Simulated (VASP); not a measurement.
# MoS2 (R3m) in VASP: notebook, part 2 of 2

VASP 6.6.1. The steps go on from the part before.

### Step 5. Single point, PBE

Input file INCAR:

```
SYSTEM = MoS2
ALGO = Normal ; EDIFF = 1E-6
ENCUT = 520 ; GGA = PE
ISIF = 2 ; ISMEAR = 0
LASPH = .TRUE. ; LCHARG = .FALSE.
LREAL = .FALSE. ; LWAVE = .FALSE.
NBANDS = 20 ; NELM = 100
PREC = Accurate ; SIGMA = 0.1
```

Input file KPOINTS:

```
k-points
0
G
  7 7 7
  0 0 0
```

Input file POSCAR:

```
MoS2
1.0
    1.5800000000      0.9122100000      6.1500000000
   -1.5800000000      0.9122100000      6.1500000000
    0.0000000000     -1.8244300000      6.1500000000
Mo S
1 2
Direct
    0.0000000000      0.0000000000      0.0000000000
    0.2500000000      0.2500000000      0.2500000000
    0.4170000000      0.4170000000      0.4170000000
```

Potentials or basis: VASP PAW PBE potentials, release 64 (Mo_sv, S).

The run is started by

```bash
$ cat potpaw_PBE.64/Mo_sv/POTCAR potpaw_PBE.64/S/POTCAR > POTCAR
$ mpirun -np 1 vasp_std > vasp.out
```

OUTCAR:

```text
SYSTEM = MoS2
   EDIFF = 1E-6
   ENCUT = 520
   GGA = PE
   ISIF = 2
   ISMEAR = 0
   LASPH = .TRUE.
   LREAL = .FALSE.
   NELM = 100
   PREC = Accurate

 ion  position               nearest neighbor table
   1  0.000  0.000  0.000-   2 2.39   2 2.39   2 2.39   3 2.39   3 2.39   3 2.39
   2  0.250  0.250  0.250-   1 2.39   1 2.39   1 2.39
   3  0.417  0.417  0.417-   1 2.39   1 2.39   1 2.39

  LATTYP: Found a trigonal (rhomboedric) cell.
 ALAT       =     6.4149066310
 COS(alpha) =     0.8786713151

  Lattice vectors:

 A1 = (   1.5800000000,   0.9122100000,   6.1500000000)
 A2 = (  -1.5800000000,   0.9122100000,   6.1500000000)
 A3 = (   0.0000000000,  -1.8244300000,   6.1500000000)

Analysis of symmetry for initial positions (statically):
=====================================================================
 Subroutine PRICEL returns:
 Original cell was already a primitive cell.

 Routine SETGRP: Setting up the symmetry group for a
 trigonal (rhombohedral) supercell.

 Subroutine GETGRP returns: Found  6 space group operations
 (whereof  6 operations were pure point group operations)
 out of a pool of 12 trial point group operations.

The static configuration has the point symmetry C_3v.

Analysis of symmetry for dynamics (positions and initial velocities):
=====================================================================
 Subroutine PRICEL returns:
 Original cell was already a primitive cell.

 Routine SETGRP: Setting up the symmetry group for a
 trigonal (rhombohedral) supercell.

 Subroutine GETGRP returns: Found  6 space group operations
 (whereof  6 operations were pure point group operations)
 out of a pool of 12 trial point group operations.

The dynamic configuration has the point symmetry C_3v.

 Subroutine INISYM returns: Found  6 space group operations
 (whereof  6 operations are pure point group operations),
[... 113 lines left out ...]
   ISMEAR =     0;   SIGMA  =   0.10  broadening in eV -4-tet -1-fermi 0-gaus
   EFERMI_NEDOS =   21; number of points for ismear=-14 and -15
   IALGO  =     38    algorithm
   IMIX   =      4    mixing-type and parameters
     AMIX     =   0.40;   BMIX     =  1.00
     AMIX_MAG =   1.60;   BMIX_MAG =  1.00
  volume/ion in A,a.u.               =      17.73       119.63
  Fermi-wavevector in a.u.,A,eV,Ry     =   1.289652  2.437090 22.629253  1.663203
  Thomas-Fermi vector in A             =   2.421532
   LORBIT       =      0    0 simple, 1 ext, 2 COOP (PROOUT), +10 PAW based schemes
   GGA     = PE    functional components
   LHFCALC =     F    Hartree Fock is set to
   AEXX    =    0.0000 exact exchange contribution
   IVDW    =     0    specifies the selected vdW correction
   LEPSILON=     F    determine dielectric tensor
   LRPA    =     F    only Hartree local field effects (RPA)
 non-spin polarized calculation
 Gauss-broadening in eV      SIGMA  =   0.10
  energy-cutoff  :      520.00
  volume of cell :       53.18
 maximum number of plane-waves:      1442
   NGX = 23   NGY = 23   NGZ = 23

 number of electron      25.9999998 magnetization

 Free energy of the ion-electron system (eV)
  ---------------------------------------------------
  ext. energy  EPLUGINS =         0.00000000
  ---------------------------------------------------
  free energy    TOTEN  =       -21.79016308 eV

  energy without entropy =      -21.79016308  energy(sigma->0) =      -21.79016308

 E-fermi :   8.0836     XC(G=0): -10.8262

 val. band max:        7.6334626511   @ k =   0.4286   0.4286   0.4286
 cond. band min:       8.7123627071   @ k =  -0.1429   0.1429   0.0000
 fundamental gap:      1.0789000559
 Fermi energy:         8.0836140232

 k-point     1 :       0.0000    0.0000    0.0000
  band No.  band energies     occupation
      1     -53.9107      2.00000
      2     -28.0756      2.00000
      3     -27.8493      2.00000
      4     -27.8493      2.00000
      5      -7.4610      2.00000
      6      -5.7411      2.00000
[... 541 lines left out ...]
     19      16.3991      0.00000
     20      16.5946      0.00000

 [... further k-points ...]

------------------------ aborting loop because EDIFF is reached ----------------------------------------

  FORCE on cell =-STRESS in cart. coord.  units (eV):
  Direction    XX          YY          ZZ          XY          YZ          ZX
  --------------------------------------------------------------------------------------
  -------------------------------------------------------------------------------------
  Total        1.4723637      1.4723634      2.2435481     -0.0000000     -0.0000012      0.0000000
  in kB       44.3553310     44.3553221     67.5874551     -0.0000000     -0.0000366      0.0000000
  external PRESSURE =      52.0993694 kB  Pullay stress =       0.0000000 kB

 VOLUME and BASIS-vectors are now :
 -----------------------------------------------------------------------------
  energy-cutoff  :      520.00
  volume of cell :       53.18
      direct lattice vectors                 reciprocal lattice vectors
     1.580000000  0.912210000  6.150000000     0.316455696  0.182705800  0.054200641
    -1.580000000  0.912210000  6.150000000    -0.316455696  0.182705800  0.054200641
     0.000000000 -1.824430000  6.150000000     0.000000000 -0.365411600  0.054200344

 POSITION                                       TOTAL-FORCE (eV/Angst)
 -----------------------------------------------------------------------------------
      0.00000      0.00000      0.00000         0.000000     -0.000000      0.086768
      0.00000     -0.00000      4.61250         0.000000      0.000000     -0.505977
      0.00000     -0.00000      7.69365         0.000000     -0.000000      0.419208
 -----------------------------------------------------------------------------------
    total drift:                                0.000000     -0.000003      0.000067

  FREE ENERGIE OF THE ION-ELECTRON SYSTEM (eV)
  ---------------------------------------------------
  free  energy   TOTEN  =       -21.7901630793 eV

  energy  without entropy=      -21.7901630793  energy(sigma->0) =      -21.79016308
```

Run time: 1.7 min. Hardware: 1 thread of AMD EPYC 7R13 (Zen 3), shared host; peak memory 0.29 GiB.

Results:

```
Free energy            : -21.7902 eV
Pressure               : 5.2 GPa
Largest force          : 0.506 eV/Å
Band gap on the k mesh : 1.08 eV (least direct gap 2.14 eV)
```

Forces on the atoms (eV/Å):
```
Mo   0.000  0.000  0.087
S    0.000  0.000 -0.506
S    0.000  0.000  0.419
```

Stress tensor (GPa, compression positive):
```
4.44 0.00 0.00
0.00 4.44 0.00
0.00 0.00 6.76
```

Caveat: the cell stands under pressure; an odd mesh through Γ misses points on the zone boundary, where band edges can lie. Expect the measured gap to be larger: semilocal functionals such as PBE lack the derivative discontinuity.

### Step 6. Overview

```csv
k mesh,gap on the mesh (eV),pressure (GPa),largest force (eV/Å)
3 × 3 × 3,1.11,5.1,0.28
4 × 4 × 4,1.23,4.8,0.47
5 × 5 × 5,1.01,5.2,0.51
7 × 7 × 7,1.08,5.2,0.51
```

Alike in all rows: task single point; level PBE; potentials or basis VASP PAW PBE potentials, release 64 (Mo_sv, S); no spin polarisation; cell as given; cutoff (eV) 520; smearing gaussian 0.1 eV.

Caveats: some runs use coarse meshes; an odd mesh through Γ misses points on the zone boundary, where band edges can lie (at least some runs); the cell stands under pressure (at least some runs).

Absolute energies hang on the potentials; compare differences alone.
